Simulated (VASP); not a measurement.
A run of VASP 6.6.1 is set up as follows.

Contents of INCAR:

```
SYSTEM = La
ALGO = Normal ; EDIFF = 1E-6
ENCUT = 520 ; GGA = PS
ISIF = 2 ; ISMEAR = -1
LASPH = .TRUE. ; LCHARG = .FALSE.
LREAL = .FALSE. ; LWAVE = .FALSE.
NBANDS = 18 ; NELM = 100
PREC = Accurate ; SIGMA = 0.05
```

The input KPOINTS:

```
k-points
0
G
  8 8 5
  0 0 0
```

File POSCAR:

```
La
1.0
    3.7748351609      0.0000000000      0.0000000000
   -1.8874175804      3.2691031444      0.0000000000
    0.0000000000      0.0000000000      6.1101998470
La
2
Direct
    0.6666666667      0.3333333333      0.7500000000
    0.3333333333      0.6666666667      0.2500000000
```

Potentials or basis: VASP PAW PBE potentials, release 64 (La).

Run with:

```console
$ cat potpaw_PBE.64/La/POTCAR > POTCAR
$ mpirun -np 1 vasp_std > vasp.out
```

Predict the band gap on the k mesh.

zero (band 11 reaches 8.68 eV, above the bottom of band 12 at 7.39 eV).

What does it give for the pressure?

-1.9 GPa.

Stress tensor (GPa, compression positive):
```
-1.78  0.00  0.00
 0.00 -1.78  0.00
 0.00  0.00 -2.12
```

Caveat: the PAW data sets were made with another functional, which shifts forces and pressure a little; spin-orbit coupling is left out, which moves the levels of the heavy elements.
